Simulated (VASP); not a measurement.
# PtC (P4/mmm) in VASP: single point with PBE

Aim: the single point of PtC with PBE.

Program: VASP 6.6.1. These are calculated values, not measurements. Logs are shortened: lines on timing, memory, paths and dates and some standing lists are left out, and cuts for length are marked.

### 1 The cell of the first run

It takes space group P4/mmm (No. 123, tetragonal). Conventional cell: a = 2.630 Å, b = 2.630 Å, c = 3.447 Å, α = 90.00°, β = 90.00°, γ = 90.00°. Pt (site symmetry 4/mmm) has 8 C at 2.54 Å and 4 Pt at 2.63 Å within 3.3 Å. C (site symmetry 4/mmm) has 8 Pt at 2.54 Å and 4 C at 2.63 Å within 3.3 Å.

### 2 Single point, PBE

The input, INCAR:

```
PREC = Accurate ; ENCUT = 520
EDIFF = 1E-7 ; ISMEAR = 0
SIGMA = 0.1 ; LREAL = F
LASPH = T ; NELM = 60
ALGO = Normal ; ISIF = 2
LWAVE = F ; LCHARG = T
GGA = PE ; LELF = T
LVHAR = T ; NBANDS = 14
```

The input, KPOINTS:

```
Automatic mesh
0
Gamma
  6 6 6
```

The input, POSCAR:

```
PtC
1.0
    2.6298999952      0.0000000000      0.0000000000
    0.0000000000      2.6298999952      0.0000000000
    0.0000000000      0.0000000000      3.4470474936
Pt C
1 1
Direct
    0.5000000000      0.5000000000      0.5000000000
    0.0000000000      0.0000000000      0.0000000000
```

Potentials or basis: VASP PAW PBE potentials, release 64 (Pt, C).

Run with:

```sh
cat potpaw_PBE.64/Pt/POTCAR potpaw_PBE.64/C/POTCAR > POTCAR
mpirun -np 1 vasp_std > vasp.out
```

OUTCAR:

```text
PREC = Accurate
   ENCUT = 520
   EDIFF = 1E-7
   ISMEAR = 0
   LREAL = F
   LASPH = T
   NELM = 60
   ISIF = 2
   GGA = PE

 ion  position               nearest neighbor table
   1  0.500  0.500  0.500-   2 2.54   2 2.54   2 2.54   2 2.54   2 2.54   2 2.54   2 2.54   2 2.54

   2  0.000  0.000  0.000-   1 2.54   1 2.54   1 2.54   1 2.54   1 2.54   1 2.54   1 2.54   1 2.54

  LATTYP: Found a simple tetragonal cell.
 ALAT       =     2.6298999952
 C/A-ratio  =     1.3107142857

  Lattice vectors:

 A1 = (   2.6298999952,   0.0000000000,   0.0000000000)
 A2 = (   0.0000000000,   2.6298999952,   0.0000000000)
 A3 = (   0.0000000000,   0.0000000000,   3.4470474936)

Analysis of symmetry for initial positions (statically):
=====================================================================
 Subroutine PRICEL returns:
 Original cell was already a primitive cell.

 Routine SETGRP: Setting up the symmetry group for a
 simple tetragonal supercell.

 Subroutine GETGRP returns: Found 16 space group operations
 (whereof 16 operations were pure point group operations)
 out of a pool of 16 trial point group operations.

The static configuration has the point symmetry D_4h.

Analysis of symmetry for dynamics (positions and initial velocities):
=====================================================================
 Subroutine PRICEL returns:
 Original cell was already a primitive cell.

 Routine SETGRP: Setting up the symmetry group for a
 simple tetragonal supercell.

 Subroutine GETGRP returns: Found 16 space group operations
 (whereof 16 operations were pure point group operations)
 out of a pool of 16 trial point group operations.

The dynamic configuration has the point symmetry D_4h.

 Subroutine INISYM returns: Found 16 space group operations
 (whereof 16 operations are pure point group operations),
 and found     1 'primitive' translations

----------------------------------------------------------------------------------------

                                     Primitive cell

  volume of cell :      23.8411

  direct lattice vectors                    reciprocal lattice vectors
     2.629899995  0.000000000  0.000000000     0.380242595  0.000000000  0.000000000
     0.000000000  2.629899995  0.000000000     0.000000000  0.380242595  0.000000000
     0.000000000  0.000000000  3.447047494     0.000000000  0.000000000  0.290103343

  length of vectors
     2.629899995  2.629899995  3.447047494     0.380242595  0.380242595  0.290103343

  position of ions in fractional coordinates (direct lattice)
     0.500000000  0.500000000  0.500000000
     0.000000000  0.000000000  0.000000000

  ion indices of the primitive-cell ions
   primitive index   ion index
                 1           1
                 2           2

----------------------------------------------------------------------------------------

 KPOINTS: Automatic mesh

Automatic generation of k-mesh.
 Grid dimensions read from file:
 generate k-points for:    6    6    6

 Generating k-lattice:

  Cartesian coordinates                     Fractional coordinates (reciprocal lattice)
     0.063373766  0.000000000  0.000000000     0.166666667  0.000000000  0.000000000
     0.000000000  0.063373766  0.000000000     0.000000000  0.166666667  0.000000000
     0.000000000  0.000000000  0.048350557     0.000000000  0.000000000  0.166666667

  Length of vectors
     0.063373766  0.063373766  0.048350557

  Shift w.r.t. Gamma in fractional coordinates (k-lattice)
     0.000000000  0.000000000  0.000000000

 Subroutine IBZKPT returns following result:
 ===========================================

 Found     40 irreducible k-points:

 Following reciprocal coordinates:
            Coordinates               Weight
  0.000000  0.000000  0.000000      1.000000
  0.166667  0.000000  0.000000      4.000000
  0.333333  0.000000  0.000000      4.000000
  0.500000  0.000000  0.000000      2.000000
  0.166667  0.166667  0.000000      4.000000
  0.333333  0.166667  0.000000      8.000000
[... 16 lines left out ...]
  0.333333  0.000000  0.333333      8.000000
  0.500000  0.000000  0.333333      4.000000
 [... further k-points ...]
   k-points           NKPTS =     40   k-points in BZ     NKDIM =     40   number of bands    NBANDS=     14
   number of dos      NEDOS =    301   number of ions     NIONS =      2
   total plane-waves  NPLWV =  11200
   dimension x,y,z NGX =    20 NGY =   20 NGZ =   28
   dimension x,y,z NGXF=    40 NGYF=   40 NGZF=   56
   ions per type =               1   1
   NGX,Y,Z   is equivalent  to a cutoff of  12.64, 12.64, 13.50 a.u.
   NGXF,Y,Z  is equivalent  to a cutoff of  25.29, 25.29, 27.01 a.u.
 SYSTEM =  unknown system
   PREC   = accura    normal or accurate (medium, high low for compatibility)
   ISTART =      0    job   : 0-new  1-cont  2-samecut
   ICHARG =      2    charge: 1-file 2-atom 10-const
   ISPIN  =      1    spin polarized calculation?
   LNONCOLLINEAR =      F non collinear calculations
   LSORBIT =      F    spin-orbit coupling
   LASPH  =      T    aspherical Exc in radial PAW
   ENCUT  =  520.0 eV  38.22 Ry    6.18 a.u.   4.89  4.89  6.41*2*pi/ulx,y,z
   NELM   =     60;   NELMIN=  2; NELMDL= -5     # of ELM steps
   EDIFF  = 0.1E-06   stopping-criterion for ELM
   LREAL  =      F    real-space projection
   EDIFFG = 0.1E-05   stopping-criterion for IOM
   NSW    =      0    number of steps for IOM
   IBRION =     -1    ionic relax: 0-MD 1-quasi-New 2-CG
   NFREE  =      0    steps in history (QN), initial steepest desc. (CG)
   ISIF   =      2    stress and relaxation
   ISYM   =      2    0-nonsym 1-usesym 2-fastsym
   POTIM  = 0.5000    time-step for ionic-motion
   TEBEG  =    0.0;   TEEND  =   0.0 temperature during run
   PSTRESS=    0.0 pullay stress
   NELECT =      14.0000    total number of electrons
   NUPDOWN=      -1.0000    fix difference up-down
   EMIN   =  10.00;   EMAX   =-10.00  energy-range for DOS
   EFERMI =   0.00;   METHOD = LEGACY
   ISMEAR =     0;   SIGMA  =   0.10  broadening in eV -4-tet -1-fermi 0-gaus
   EFERMI_NEDOS =   21; number of points for ismear=-14 and -15
   IALGO  =     38    algorithm
   IMIX   =      4    mixing-type and parameters
     AMIX     =   0.40;   BMIX     =  1.00
     AMIX_MAG =   1.60;   BMIX_MAG =  1.00
  volume/ion in A,a.u.               =      11.92        80.44
  Fermi-wavevector in a.u.,A,eV,Ry     =   1.370910  2.590644 25.570709  1.879394
  Thomas-Fermi vector in A             =   2.496654
   LORBIT       =      0    0 simple, 1 ext, 2 COOP (PROOUT), +10 PAW based schemes
   GGA     = PE    functional components
   LHFCALC =     F    Hartree Fock is set to
   AEXX    =    0.0000 exact exchange contribution
   IVDW    =     0    specifies the selected vdW correction
   LEPSILON=     F    determine dielectric tensor
   LRPA    =     F    only Hartree local field effects (RPA)
 non-spin polarized calculation
 Gauss-broadening in eV      SIGMA  =   0.10
  energy-cutoff  :      520.00
  volume of cell :       23.84
 maximum number of plane-waves:       676
 NGX is ok and might be reduce to    20
   NGX =  9   NGY =  9   NGZ = 13

 number of electron      14.0000001 magnetization

 Free energy of the ion-electron system (eV)
  ---------------------------------------------------
  ext. energy  EPLUGINS =         0.00000000
  ---------------------------------------------------
  free energy    TOTEN  =       -10.86323515 eV

  energy without entropy =      -10.85477639  energy(sigma->0) =      -10.85900577

 E-fermi :   9.2084     XC(G=0): -12.8496

 val. band max:        9.1992794981   @ k =   0.1667   0.1667   0.1667
 cond. band min:       9.2230758144   @ k =   0.5000   0.0000   0.3333
 fundamental gap:      0.0237963163
 Fermi energy:         9.2083818201

 k-point     1 :       0.0000    0.0000    0.0000
  band No.  band energies     occupation
      1      -4.6403      2.00000
      2       2.9619      2.00000
      3       3.1722      2.00000
      4       6.7207      2.00000
      5       7.6232      2.00000
      6       7.6232      2.00000
      7       8.7168      2.00000
      8      10.8364      0.00000
      9      10.8364      0.00000
     10      11.8920      0.00000
     11      24.4120      0.00000
     12      25.2347      0.00000
     13      25.3965      0.00000
     14      28.8967      0.00000

 k-point     2 :       0.1667    0.0000    0.0000
  band No.  band energies     occupation
      1      -4.0751      2.00000
      2       3.1720      2.00000
      3       3.8800      2.00000
      4       5.1385      2.00000
      5       7.7094      2.00000
      6       7.8454      2.00000
      7       8.6593      2.00000
      8       9.3489      0.04690
      9      11.4998      0.00000
     10      13.1147      0.00000
     11      23.3242      0.00000
     12      23.7102      0.00000
     13      25.9115      0.00000
     14      29.0660      0.00000

 k-point     3 :       0.3333    0.0000    0.0000
  band No.  band energies     occupation
      1      -2.5423      2.00000
      2       2.9037      2.00000
      3       3.7056      2.00000
      4       4.1155      2.00000
      5       6.6638      2.00000
      6       7.8868      2.00000
      7       8.5785      2.00000
      8      11.4042      0.00000
      9      12.4015      0.00000
     10      13.9616      0.00000
     11      20.3506      0.00000
     12      20.5817      0.00000
     13      24.3387      0.00000
     14      28.3216      0.00000

 k-point     4 :       0.5000    0.0000    0.0000
  band No.  band energies     occupation
      1      -1.0174      2.00000
      2       1.2758      2.00000
      3       3.1753      2.00000
      4       4.0896      2.00000
      5       6.1864      2.00000
      6       7.9782      2.00000
      7      10.4782      0.00000
      8      12.5919      0.00000
      9      12.8062      0.00000
     10      14.6930      0.00000
     11      17.7220      0.00000
     12      18.8592      0.00000
     13      23.0561      0.00000
     14      27.3430      0.00000

 k-point     5 :       0.1667    0.1667    0.0000
  band No.  band energies     occupation
      1      -3.5423      2.00000
      2       3.8755      2.00000
      3       4.1492      2.00000
      4       4.8861      2.00000
      5       6.7828      2.00000
      6       6.9389      2.00000
      7       9.1773      1.33968
      8       9.7654      0.00000
      9      10.4294      0.00000
     10      14.0467      0.00000
     11      23.1976      0.00000
[... 276 lines left out ...]
 k-point    22 :       0.1667    0.0000    0.3333
  band No.  band energies     occupation
      1      -3.0490      2.00000
      2       1.6044      2.00000
      3       3.5924      2.00000
      4       5.4627      2.00000
      5       6.8959      2.00000
      6       7.2195      2.00000
      7       8.0918      2.00000
      8      10.7525      0.00000
      9      12.4571      0.00000
     10      15.5024      0.00000
     11      21.3552      0.00000
     12      23.0275      0.00000
     13      24.4033      0.00000
     14      27.3923      0.00000

 k-point    23 :       0.3333    0.0000    0.3333
  band No.  band energies     occupation
      1      -2.1510      2.00000
      2       2.3913      2.00000
      3       4.4950      2.00000
      4       4.8104      2.00000
      5       6.9232      2.00000
      6       7.4819      2.00000
      7       8.0665      2.00000
      8       9.0345      1.98608
      9      12.2626      0.00000
     10      14.5274      0.00000
     11      20.1312      0.00000
     12      22.6240      0.00000
     13      25.6393      0.00000
     14      29.0383      0.00000

 k-point    24 :       0.5000    0.0000    0.3333
  band No.  band energies     occupation
      1      -1.5983      2.00000
      2       2.6416      2.00000
      3       4.3062      2.00000
      4       4.7012      2.00000
      5       6.4948      2.00000
      6       7.7371      2.00000
      7       8.7093      2.00000
      8       9.2231      0.83538
      9      12.0899      0.00000
     10      14.1579      0.00000
     11      18.3303      0.00000
     12      23.1750      0.00000
     13      25.0054      0.00000
     14      29.0617      0.00000

 [... further k-points ...]

------------------------ aborting loop because EDIFF is reached ----------------------------------------

  FORCE on cell =-STRESS in cart. coord.  units (eV):
  Direction    XX          YY          ZZ          XY          YZ          ZX
  --------------------------------------------------------------------------------------
  -------------------------------------------------------------------------------------
  Total        1.5617890      1.5617890     -4.5886584      0.0000000     -0.0000000      0.0000000
  in kB      104.9559864    104.9559864   -308.3689025      0.0000000     -0.0000000      0.0000000
  external PRESSURE =     -32.8189766 kB  Pullay stress =       0.0000000 kB

 VOLUME and BASIS-vectors are now :
 -----------------------------------------------------------------------------
  energy-cutoff  :      520.00
  volume of cell :       23.84
      direct lattice vectors                 reciprocal lattice vectors
     2.629899995  0.000000000  0.000000000     0.380242595  0.000000000  0.000000000
     0.000000000  2.629899995  0.000000000     0.000000000  0.380242595  0.000000000
     0.000000000  0.000000000  3.447047494     0.000000000  0.000000000  0.290103343

 POSITION                                       TOTAL-FORCE (eV/Angst)
 -----------------------------------------------------------------------------------
      1.31495      1.31495      1.72352         0.000000      0.000000      0.000000
      0.00000      0.00000      0.00000         0.000000      0.000000      0.000000
 -----------------------------------------------------------------------------------
    total drift:                               -0.000000      0.000000      0.000000

  FREE ENERGIE OF THE ION-ELECTRON SYSTEM (eV)
  ---------------------------------------------------
  free  energy   TOTEN  =       -10.8632351544 eV

  energy  without entropy=      -10.8547763898  energy(sigma->0) =      -10.85900577
```

It took 23 s on 1 thread of Intel Xeon 8259CL, shared host; peak memory 0.14 GiB.

Results:

- Free energy: -10.8632 eV
- Pressure: -3.3 GPa
- Band gap on the k mesh: zero (bands 7 and 8 overlap by 3.12 eV)

Stress tensor (GPa, compression positive):
```
 10.50   0.00   0.00
  0.00  10.50   0.00
  0.00   0.00 -30.84
```

Caveat: the k points lie up to 0.40 Å⁻¹ apart, too coarse for converged energies and pressures of a metal; spin-orbit coupling is left out, which moves the levels of the heavy elements.
